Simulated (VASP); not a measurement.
Write the native input for VASP 6.6.1 that does the following.

* Task: single point
* Functional: PBEsol
* Potentials or basis: VASP PAW PBE potentials, release 64 (Yb, C)
* Cutoff: 520 eV
* k mesh: 12 × 12 × 10
* Occupations: gaussian, width 0.05 eV
* Spin: collinear spin
* Starting moments: [0.05, 0.0] μB
* Dipole correction: no
* Further INCAR settings: ALGO = Normal; EDIFF = 1e-07; NBANDS = 25

The structure of YbC lies in POSCAR:

```
YbC
1.0
    3.3994918502      0.0000000000      0.0000000000
   -1.6997459251      2.9440463022      0.0000000000
    0.0000000000      0.0000000000      3.0567760591
Yb C
1 1
Direct
    0.0000000000      0.0000000000      0.0000000000
    0.6666666667      0.3333333333      0.5000000000
```

One way to write it, as run:

INCAR

```
ALGO = Normal
EDIFF = 1E-7
ENCUT = 520
GGA = PS
ISIF = 2
ISMEAR = 0
ISPIN = 2
LASPH = True
LCHARG = False
LMAXMIX = 6
LORBIT = 11
LREAL = False
LWAVE = False
MAGMOM = 0.05 0
NBANDS = 25
NELM = 150
PREC = Accurate
SIGMA = 0.05
```

KPOINTS

```
k-points
0
Gamma
  12 12 10
```

Potentials or basis: VASP PAW PBE potentials, release 64 (Yb, C).

The run is started by

```sh
$ cat potpaw_PBE.64/Yb/POTCAR potpaw_PBE.64/C/POTCAR > POTCAR
$ mpirun -np 1 vasp_std > vasp.out
```

It gave:

```
Pressure                                              : -1.4 GPa
Band gap on the k mesh                                : zero (filled and empty bands overlap)
Net moment                                            : 0.00 μB per cell
Valence electrons inside the program's atomic spheres : Yb 22.28; C 2.23
```

Caveat: the PAW data sets were made with another functional, which shifts forces and pressure a little; spin-orbit coupling is left out, which moves the levels of the heavy elements.

Run time: 14 min on 1 thread of Oxide Virtual Turin-like Processor, with other jobs on the host, peak memory 0.25 GiB.
